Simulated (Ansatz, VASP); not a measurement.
## MgO in VASP and in Ansatz

File INCAR:

```
PREC = Accurate
ENCUT = 520
EDIFF = 1E-7
ISMEAR = 0
SIGMA = 0.05
LREAL = False
LASPH = True
NELM = 60
ALGO = Normal
ISIF = 2
LWAVE = False
LCHARG = True
GGA = CA
LELF = True
LVHAR = True
NBANDS = 26
```

Contents of KPOINTS:

```
regular mesh
0
Gamma
  6 6 6
```

Contents of POSCAR:

```
MgO
1.0
    4.1607146133      0.0000000000      0.0000000000
    0.0000000000     -4.1607146133      0.0000000000
    0.0000000000      0.0000000000     -4.1607146133
Mg O
4 4
Direct
   -0.0883731667      1.0883731667      1.0000000000
    0.5000000000      0.5000000000      1.0000000000
    0.5000000000      1.0000000000      0.5000000000
    0.0000000000      0.5000000000      0.5000000000
    0.5000000000      0.0000000000      0.0000000000
    0.0000000000      0.5000000000      0.0000000000
    0.0000000000      0.0000000000      0.5000000000
    0.5000000000      0.5000000000      0.5000000000
```

Input for Ansatz:

```yaml
crystal:
  lattice:
    - [4.1607146133, 0.0, 0.0]
    - [0.0, -4.1607146133, 0.0]
    - [0.0, 0.0, -4.1607146133]
  atoms:
    - { symbol: Mg, position: [-0.0883731667, 1.0883731667, 1.0] }
    - { symbol: Mg, position: [0.5, 0.5, 1.0] }
    - { symbol: Mg, position: [0.5, 1.0, 0.5] }
    - { symbol: Mg, position: [0.0, 0.5, 0.5] }
    - { symbol: O, position: [0.5, 0.0, 0.0] }
    - { symbol: O, position: [0.0, 0.5, 0.0] }
    - { symbol: O, position: [0.0, 0.0, 0.5] }
    - { symbol: O, position: [0.5, 0.5, 0.5] }
basis:
  ecutwfc: 420
kpoints:
  mp_grid: { grid: [6, 6, 6] }
hamiltonian:
  xc: lda
  pseudopotentials: { kind: paw, azcp: { folder: soft_1 } }
scf:
  occupations: { method: gaussian, width: 0.05 }
output:
  forces: true
  stress: true
  eigenvalues: true
```

Alike in both runs: task single point; functional LDA; k mesh 6 × 6 × 6; occupations gaussian, width 0.05 eV; no spin polarisation.

|  | VASP | Ansatz |
| --- | --- | --- |
| version | VASP 6.6.1 | Ansatz 0.2.0 |
| potentials or method | VASP PAW LDA potentials, release 64 (Mg, O), cutoff 520 eV | scalar-relativistic, plane waves, PAW |
| valence electrons in the cell | 32 | 64 |

Ansatz gave:

- gap on the k mesh at the Fermi level (eV): 4.96
- least direct gap on the mesh (eV): 4.96
- pressure (GPa): 8.9
- traceless stress, the component that is largest in VASP (GPa): -8.30
- rms of the force components (eV/Å): 1.669

Q: Estimate VASP's values.

A: gap on the k mesh at the Fermi level (eV): 4.96; least direct gap on the mesh (eV): 4.96; pressure (GPa): 7.5; traceless stress, the component that is largest in VASP (GPa): -8.71; rms of the force components (eV/Å): 1.735.

Ansatz warns that its potentials were made for another functional, while VASP's fit it. LDA's correlation is that of Perdew and Zunger in VASP and of Perdew and Wang (1992) in Ansatz. Atom by atom the forces differ by 0.069 eV/Å (rms over components). VASP's potentials hold 32 valence electrons a cell and Ansatz's 64, so a difference there can come from the potentials and not from the codes.
